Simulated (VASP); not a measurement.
Set up this calculation in VASP 6.6.1, as the native input.

```
Task                   : single point
Functional             : PBE
Potentials or basis    : VASP PAW PBE potentials, release 64 (Au, Cu)
Cutoff                 : 520 eV
k mesh                 : 11 × 11 × 11
Occupations            : fermi-dirac, width 0.05 eV
Spin                   : no spin polarisation
Dipole correction      : no
Further INCAR settings : ALGO = Normal; EDIFF = 1e-07; NBANDS = 18
```

The structure of CuAu lies in POSCAR:

```
CuAu
1.0
    1.4135984423      0.8161414412      4.1692857537
   -1.4135984423      0.8161414412      4.1692857537
    0.0000000000     -1.6322828824      4.1692857537
Au Cu
1 1
Direct
    0.0000000000      0.0000000000      0.0000000000
    0.5000000000      0.5000000000      0.5000000000
```

These files were run (other wordings do the same):

INCAR

```
SYSTEM = CuAu
PREC = Accurate
ENCUT = 520
EDIFF = 1E-7
ISMEAR = -1
SIGMA = 0.05
LREAL = .False.
LASPH = .True.
NELM = 60
ALGO = Normal
ISIF = 2
LWAVE = .False.
LCHARG = .False.
GGA = PE
NBANDS = 18
```

KPOINTS

```
Automatic mesh
0
Gamma
  11 11 11
  0 0 0
```

Potentials or basis: VASP PAW PBE potentials, release 64 (Au, Cu).

Launch:

```bash
$ cat potpaw_PBE.64/Au/POTCAR potpaw_PBE.64/Cu/POTCAR > POTCAR
$ mpirun -np 1 vasp_std > vasp.out
```

Results of the run:

| Item | Value |
| --- | --- |
| Pressure | 9.5 GPa |
| Band gap on the k mesh | zero (band 11 reaches 11.02 eV, above the bottom of band 12 at 6.66 eV) |

Caveat: spin-orbit coupling is left out, which moves the levels of the heavy elements.

Run time: 58 s on 1 thread of Intel(R) Xeon(R) 6975P-C (Granite Rapids), on a shared host, peak memory 0.26 GiB.
